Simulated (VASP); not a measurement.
Input of a VASP 6.6.1 run:

INCAR

```
PREC = Accurate
ENCUT = 600
EDIFF = 1E-7
ISMEAR = 0
SIGMA = 0.1
LREAL = F
LASPH = T
NELM = 100
ALGO = Normal
ISIF = 3
LWAVE = F
LCHARG = F
GGA = PE
IBRION = 2
NSW = 100
EDIFFG = -0.01
```

KPOINTS

```
regular mesh
0
Gamma
  18 18 10
```

The input POSCAR:

```
SrB2
1.0
    3.3065184110      0.0000000000      0.0000000000
   -1.6532592055      2.8635289420      0.0000000000
    0.0000000000      0.0000000000      4.4064929250
Sr B
1 2
Direct
    0.0000000000      0.0000000000      0.0000000000
    0.3333333333      0.6666666667      0.5000000000
    0.6666666667      0.3333333333      0.5000000000
```

Potentials or basis: VASP PAW PBE potentials, release 64 (Sr_sv, B).

Launch:

```sh
$ cat potpaw_PBE.64/Sr_sv/POTCAR potpaw_PBE.64/B/POTCAR > POTCAR
$ mpirun -np 1 vasp_std > vasp.out
```

Question: Predict the space group after relaxing (to 0.1 Å).

Answer: P6/mmm (No. 191).

Question: Predict the relaxed volume.

Answer: 13.99 Å³/atom.

The path:
| step | energy change (eV) | largest force (eV/Å) | pressure (GPa) | volume (Å³) |
| --- | --- | --- | --- | --- |
| 1 | 0.0000 | 0.0000 | 0.55 | 41.72 |
| 2 | -0.0005 | 0.0000 | -0.16 | 42.01 |
| 3 | -0.0005 | 0.0000 | -0.05 | 41.96 |
